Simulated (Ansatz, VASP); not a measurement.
**One calculation of HfN, two programs**

```xyz
2
Lattice="0.0000 2.2340 2.2340 2.2340 0.0000 2.2340 2.2340 2.2340 0.0000" Properties=species:S:1:pos:R:3 pbc="T T T"
Hf    0.0071    0.0000    0.0000
N     2.1440    2.2340    2.2340
```

Change from the starting cell: mode 4 frozen in at -0.090 Å and mode 6 at +0.000 Å (largest displacements).

Alike in both runs: task single point; functional LDA; k mesh 18 × 18 × 18; occupations gaussian, width 0.15 eV; no spin polarisation.

|  | VASP | Ansatz |
| --- | --- | --- |
| version | VASP 6.6.1 | Ansatz 0.2.0 |
| potentials or method | VASP PAW LDA potentials, release 64 (Hf_pv, N), cutoff 520 eV | scalar-relativistic, plane waves, PAW |
| valence electrons in the cell | 15 | 31 |

|  | VASP | Ansatz | Ansatz less VASP |
| --- | --- | --- | --- |
| gap on the k mesh at the Fermi level (eV) | none | none | - |
| pressure (GPa) | 0.2 | 1.4 | +1.16 |
| traceless stress, the component that is largest in VASP (GPa) | 2.67 | 2.67 | -0.001 |
| rms of the force components (eV/Å) | 0.722 | 0.713 | -0.0083 |

Ansatz warns that its potentials were made for another functional, while VASP's fit it. LDA's correlation is that of Perdew and Zunger in VASP and of Perdew and Wang (1992) in Ansatz. Atom by atom the forces differ by 0.008 eV/Å (rms over components). A gap of «none» marks a metal or a gap that the smearing closes. VASP's potentials hold 15 valence electrons a cell and Ansatz's 31, so a difference there can come from the potentials and not from the codes.

Neither program's run includes spin-orbit coupling.
